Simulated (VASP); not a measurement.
# Zn (Fd-3m) in VASP: relaxation of cell and atoms with PBE

Aim: the relaxation of cell and atoms of Zn with PBE.

Program: VASP 6.6.1. These are calculated values, not measurements. Logs are shortened: lines on timing, memory, paths and dates and some standing lists are left out, and cuts for length are marked.

## Step 1: The cell of the first run

Symmetry: Fd-3m, No. 227, cubic system. Conventional cell: a = 5.972 Å, b = 5.972 Å, c = 5.972 Å, α = 90.00°, β = 90.00°, γ = 90.00°. Within 3.4 Å of Zn (site symmetry -43m) lie 4 Zn at 2.59 Å.

This isn't the form of Zn at room conditions, which is hcp.

## Step 2: Relaxation of cell and atoms, PBE

The input, INCAR:

```
SYSTEM = Zn
PREC     = Accurate       ! precision mode
ENCUT    = 600            ! plane-wave cutoff, eV
EDIFF    = 1E-6           ! SCF threshold, eV
ISMEAR   = -1             ! smearing method
SIGMA    = 0.05           ! smearing width, eV
LREAL    = .False.        ! projectors in reciprocal space
LASPH    = .True.         ! aspherical terms in the spheres
NELM     = 80             ! most SCF steps
ALGO     = Normal         ! electronic algorithm
ISIF     = 3              ! what is computed and relaxed
LWAVE    = .False.        ! write WAVECAR
LCHARG   = .False.        ! write CHGCAR
GGA      = PE             ! functional
IBRION   = 2              ! ionic algorithm
NSW      = 100            ! ionic steps
EDIFFG   = -0.005         ! ionic threshold
```

The input, KPOINTS:

```
regular mesh
0
Gamma
  11 11 11
  0 0 0
```

The input, POSCAR:

```
Zn
1.0
    0.0000000000      2.9862444574      2.9862444574
    2.9862444574      0.0000000000      2.9862444574
    2.9862444574      2.9862444574      0.0000000000
Zn
2
Direct
    0.0000000000      0.0000000000      0.0000000000
    0.2500000000      0.2500000000      0.2500000000
```

Potentials or basis: VASP PAW PBE potentials, release 64 (Zn).

The run is started by

```sh
$ cat potpaw_PBE.64/Zn/POTCAR > POTCAR
$ mpirun -np 1 vasp_std > vasp.out
```

OUTCAR:

```text
SYSTEM = Zn
   PREC = Accurate
   ENCUT = 600
   EDIFF = 1E-6
   ISMEAR = -1
   LREAL = .False.
   LASPH = .True.
   NELM = 80
   ISIF = 3
   GGA = PE
   IBRION = 2
   NSW = 100
   EDIFFG = -0.005

 ion  position               nearest neighbor table
   1  0.000  0.000  0.000-   2 2.59   2 2.59   2 2.59   2 2.59
   2  0.250  0.250  0.250-   1 2.59   1 2.59   1 2.59   1 2.59

  LATTYP: Found a face centered cubic cell.
 ALAT       =     5.9724889148

  Lattice vectors:

 A1 = (   0.0000000000,   2.9862444574,   2.9862444574)
 A2 = (   2.9862444574,   0.0000000000,   2.9862444574)
 A3 = (   2.9862444574,   2.9862444574,   0.0000000000)

Analysis of symmetry for initial positions (statically):
=====================================================================
 Subroutine PRICEL returns:
 Original cell was already a primitive cell.

 Routine SETGRP: Setting up the symmetry group for a
 face centered cubic supercell.

 Subroutine GETGRP returns: Found 48 space group operations
 (whereof 24 operations were pure point group operations)
 out of a pool of 48 trial point group operations.

The static configuration has the point symmetry T_d .
 The point group associated with its full space group is O_h .

Analysis of symmetry for dynamics (positions and initial velocities):
=====================================================================
 Subroutine PRICEL returns:
 Original cell was already a primitive cell.

 Routine SETGRP: Setting up the symmetry group for a
 face centered cubic supercell.

 Subroutine GETGRP returns: Found 48 space group operations
 (whereof 24 operations were pure point group operations)
 out of a pool of 48 trial point group operations.

The dynamic configuration has the point symmetry T_d .
 The point group associated with its full space group is O_h .

 Subroutine INISYM returns: Found 48 space group operations
 (whereof 24 operations are pure point group operations),
 and found     1 'primitive' translations

----------------------------------------------------------------------------------------

                                     Primitive cell

  volume of cell :      53.2606

  direct lattice vectors                    reciprocal lattice vectors
     0.000000000  2.986244457  2.986244457    -0.167434384  0.167434384  0.167434384
     2.986244457  0.000000000  2.986244457     0.167434384 -0.167434384  0.167434384
     2.986244457  2.986244457  0.000000000     0.167434384  0.167434384 -0.167434384

  length of vectors
     4.223187412  4.223187412  4.223187412     0.290004859  0.290004859  0.290004859

  position of ions in fractional coordinates (direct lattice)
     0.000000000  0.000000000  0.000000000
     0.250000000  0.250000000  0.250000000

  ion indices of the primitive-cell ions
   primitive index   ion index
                 1           1
                 2           2

----------------------------------------------------------------------------------------

 KPOINTS: regular mesh

Automatic generation of k-mesh.
 Grid dimensions read from file:
 generate k-points for:   11   11   11

 Generating k-lattice:

  Cartesian coordinates                     Fractional coordinates (reciprocal lattice)
    -0.015221308  0.015221308  0.015221308     0.090909091  0.000000000  0.000000000
     0.015221308 -0.015221308  0.015221308     0.000000000  0.090909091  0.000000000
     0.015221308  0.015221308 -0.015221308     0.000000000  0.000000000  0.090909091

  Length of vectors
     0.026364078  0.026364078  0.026364078

  Shift w.r.t. Gamma in fractional coordinates (k-lattice)
     0.000000000  0.000000000  0.000000000

 Subroutine IBZKPT returns following result:
 ===========================================

 Found     56 irreducible k-points:

 Following reciprocal coordinates:
            Coordinates               Weight
  0.000000  0.000000  0.000000      1.000000
  0.090909  0.000000  0.000000      8.000000
  0.181818  0.000000  0.000000      8.000000
  0.272727  0.000000  0.000000      8.000000
  0.363636  0.000000  0.000000      8.000000
  0.454545  0.000000  0.000000      8.000000
[... 16 lines left out ...]
 -0.272727  0.181818  0.000000     24.000000
 -0.181818  0.181818  0.000000     12.000000
 [... further k-points ...]
   k-points           NKPTS =     56   k-points in BZ     NKDIM =     56   number of bands    NBANDS=     16
   number of dos      NEDOS =    301   number of ions     NIONS =      2
   total plane-waves  NPLWV =  46656
   dimension x,y,z NGX =    36 NGY =   36 NGZ =   36
   dimension x,y,z NGXF=    72 NGYF=   72 NGZF=   72
   ions per type =               2
   NGX,Y,Z   is equivalent  to a cutoff of  14.17, 14.17, 14.17 a.u.
   NGXF,Y,Z  is equivalent  to a cutoff of  28.34, 28.34, 28.34 a.u.
 SYSTEM =  Zn
   PREC   = accura    normal or accurate (medium, high low for compatibility)
   ISTART =      0    job   : 0-new  1-cont  2-samecut
   ICHARG =      2    charge: 1-file 2-atom 10-const
   ISPIN  =      1    spin polarized calculation?
   LNONCOLLINEAR =      F non collinear calculations
   LSORBIT =      F    spin-orbit coupling
   LASPH  =      T    aspherical Exc in radial PAW
   ENCUT  =  600.0 eV  44.10 Ry    6.64 a.u.   8.43  8.43  8.43*2*pi/ulx,y,z
   NELM   =     80;   NELMIN=  2; NELMDL= -5     # of ELM steps
   EDIFF  = 0.1E-05   stopping-criterion for ELM
   LREAL  =      F    real-space projection
   EDIFFG = -.5E-02   stopping-criterion for IOM
   NSW    =    100    number of steps for IOM
   IBRION =      2    ionic relax: 0-MD 1-quasi-New 2-CG
   NFREE  =      1    steps in history (QN), initial steepest desc. (CG)
   ISIF   =      3    stress and relaxation
   ISYM   =      2    0-nonsym 1-usesym 2-fastsym
   POTIM  = 0.5000    time-step for ionic-motion
   TEBEG  =    0.0;   TEEND  =   0.0 temperature during run
   PSTRESS=    0.0 pullay stress
   NELECT =      24.0000    total number of electrons
   NUPDOWN=      -1.0000    fix difference up-down
   EMIN   =  10.00;   EMAX   =-10.00  energy-range for DOS
   EFERMI =   0.00;   METHOD = LEGACY
   ISMEAR =    -1;   SIGMA  =   0.05  broadening in eV -4-tet -1-fermi 0-gaus
   EFERMI_NEDOS =   21; number of points for ismear=-14 and -15
   IALGO  =     38    algorithm
   IMIX   =      4    mixing-type and parameters
     AMIX     =   0.40;   BMIX     =  1.00
     AMIX_MAG =   1.60;   BMIX_MAG =  1.00
  volume/ion in A,a.u.               =      26.63       179.71
  Fermi-wavevector in a.u.,A,eV,Ry     =   1.255095  2.371785 21.432756  1.575263
  Thomas-Fermi vector in A             =   2.388868
   LORBIT       =      0    0 simple, 1 ext, 2 COOP (PROOUT), +10 PAW based schemes
   GGA     = PE    functional components
   LHFCALC =     F    Hartree Fock is set to
   AEXX    =    0.0000 exact exchange contribution
   IVDW    =     0    specifies the selected vdW correction
   LEPSILON=     F    determine dielectric tensor
   LRPA    =     F    only Hartree local field effects (RPA)
 conjugate gradient relaxation of ions
 non-spin polarized calculation
  energy-cutoff  :      600.00
  volume of cell :       53.26
 maximum number of plane-waves:      1807
 NGX is ok and might be reduce to    36
   NGX = 17   NGY = 17   NGZ = 17

--------------------------------------- Ionic step        1  -------------------------------------------

 number of electron      23.9999989 magnetization

 Free energy of the ion-electron system (eV)
  ---------------------------------------------------
  ext. energy  EPLUGINS =         0.00000000
  ---------------------------------------------------
  free energy    TOTEN  =        -1.26430040 eV

  energy without entropy =       -1.25500859  energy(sigma->0) =       -1.25965449

------------------------ aborting loop because EDIFF is reached ----------------------------------------

  FORCE on cell =-STRESS in cart. coord.  units (eV):
  Direction    XX          YY          ZZ          XY          YZ          ZX
  --------------------------------------------------------------------------------------
  -------------------------------------------------------------------------------------
  Total       -0.5369709     -0.5369709     -0.5369709      0.0000000      0.0000000     -0.0000000
  in kB      -16.1530763    -16.1530763    -16.1530763      0.0000000      0.0000000     -0.0000000
  external PRESSURE =     -16.1530763 kB  Pullay stress =       0.0000000 kB
[... 165 lines left out ...]
  energy  without entropy=       -1.2783227845  energy(sigma->0) =       -1.28180770

--------------------------------------- Ionic step        6  -------------------------------------------

 number of electron      24.0000012 magnetization

 Free energy of the ion-electron system (eV)
  ---------------------------------------------------
  ext. energy  EPLUGINS =         0.00000000
  ---------------------------------------------------
  free energy    TOTEN  =        -1.28529343 eV

  energy without entropy =       -1.27832443  energy(sigma->0) =       -1.28180893

 E-fermi :   0.2861     XC(G=0):  -8.9348

 val. band max:        0.2706152863   @ k =  -0.3636   0.4545   0.1818
 cond. band min:       0.3179831891   @ k =   0.2727   0.0000   0.0000
 fundamental gap:      0.0473679028
 Fermi energy:         0.2861439308

 k-point     1 :       0.0000    0.0000    0.0000
  band No.  band energies     occupation
      1      -7.2533      2.00000
      2      -7.2533      2.00000
      3      -7.2533      2.00000
      4      -7.2485      2.00000
      5      -7.2135      2.00000
      6      -7.2135      2.00000
[... 8 lines left out ...]
     15       6.9217      0.00000
     16       6.9217      0.00000
[... 420 lines left out ...]
  band No.  band energies     occupation
      1      -7.3377      2.00000
      2      -7.2951      2.00000
      3      -7.2274      2.00000
      4      -7.1346      2.00000
      5      -7.0481      2.00000
      6      -6.9386      2.00000
[... 8 lines left out ...]
     15       7.2107      0.00000
     16       8.1321      0.00000

 [... further k-points ...]

------------------------ aborting loop because EDIFF is reached ----------------------------------------

  FORCE on cell =-STRESS in cart. coord.  units (eV):
  Direction    XX          YY          ZZ          XY          YZ          ZX
  --------------------------------------------------------------------------------------
  -------------------------------------------------------------------------------------
  Total        0.0067715      0.0067715      0.0067715      0.0000000      0.0000000      0.0000000
  in kB        0.2191681      0.2191681      0.2191681      0.0000000      0.0000000      0.0000000
  external PRESSURE =       0.2191681 kB  Pullay stress =       0.0000000 kB
[... 17 lines left out ...]
  FREE ENERGIE OF THE ION-ELECTRON SYSTEM (eV)
  ---------------------------------------------------
  free  energy   TOTEN  =        -1.2852934283 eV

  energy  without entropy=       -1.2783244291  energy(sigma->0) =       -1.28180893

 reached required accuracy - stopping structural energy minimisation
```

Wall time 4 min (1 thread of Intel Xeon 8259CL, shared host); peak memory 0.24 GiB.

Results:

```
Free energy                           : -1.2853 eV
Relaxed volume                        : 24.75 Å³/atom
Relaxed cell                          : a = 4.121 Å, b = 4.121 Å, c = 4.121 Å, α = 60.00°, β = 60.00°, γ = 60.00°
Space group after relaxing (to 0.1 Å) : Fd-3m (No. 227)
Energy gained by relaxing             : 10.5 meV/atom
Ionic steps                           : 6
Pressure after relaxing               : 0.0 GPa
Band gap on the k mesh                : zero (bands 12 and 13 overlap by 5.81 eV)
```

Step by step:
```
step  energy change (eV)  largest force (eV/Å)  pressure (GPa)  volume (Å³)
   1              0.0000                0.0000           -1.62        53.26
   2             -0.0160                0.0000           -0.84        51.22
   3             -0.0209                0.0000           -0.15        49.71
   4             -0.0210                0.0000            0.07        49.41
   5             -0.0210                0.0000           -0.06        49.50
   6             -0.0210                0.0000            0.02        49.50
```

Final structure:
```
Zn
1.0
     0.00000    2.91426    2.91426
     2.91426    0.00000    2.91426
     2.91426    2.91426    0.00000
Zn
2
Direct
  0.00000 0.00000 0.00000
  0.25000 0.25000 0.25000
```

Levels at points of the mesh, in eV from the Fermi level:
```
           k point  band 10  band 11  band 12  band 13  band 14  band 15
(0.00, 0.00, 0.00)    -6.76    -6.76     5.16     5.16     5.16     6.64
```
